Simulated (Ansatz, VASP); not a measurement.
**InReS4 in VASP and in Ansatz**

```
CELL_PARAMETERS angstrom
6.84096 0.00000 0.00000
-3.42048 5.92445 0.00000
0.00000 0.00000 3.31978
ATOMIC_POSITIONS crystal
In 0.00000 0.00000 0.00000
Re 0.66667 0.33333 0.00000
S 0.33333 0.66667 0.00000
S 0.65464 0.82732 0.50000
S 0.17268 0.82732 0.50000
S 0.17268 0.34536 0.50000
```

Change from the starting cell: species swapped into the SmAlCu4 type (P-6m2, No. 187).

Alike in both runs: functional PBE; k mesh 3 × 3 × 6; occupations gaussian, width 0.1 eV; collinear spin.

Ansatz relaxed the structure, and its values are those at the end. VASP's run is a single point on that final structure, the one shown.

|  | VASP | Ansatz |
| --- | --- | --- |
| version | VASP 6.6.1 | Ansatz 0.2.0 |
| potentials or method | VASP PAW PBE potentials, release 64 (In_d, Re, S), cutoff 520 eV | scalar-relativistic, plane waves, PAW |
| valence electrons in the cell | 44 | 52 |

Ansatz gave:

- gap on the k mesh at the Fermi level (eV): none
- pressure (GPa): 0.2
- rms of the force components (eV/Å): 0.013
- net moment per atom (μB): 0.89
- size of the moment on the site where the two differ most (μB): 4.29

**Question.** Estimate VASP's values.

**Answer.** gap on the k mesh at the Fermi level (eV): none; pressure (GPa): 0.1; rms of the force components (eV/Å): 0.010; net moment per atom (μB): 0.89; size of the moment on the site where the two differ most (μB): 4.21.

Site moments also hang on the region over which each program counts them. A gap of «none» marks a metal or a gap that the smearing closes. With one functional, cell and mesh, what is left measures potentials, basis and numerics. VASP's potentials hold 44 valence electrons a cell and Ansatz's 52, so a difference there can come from the potentials and not from the codes.

Spin-orbit coupling is off throughout.
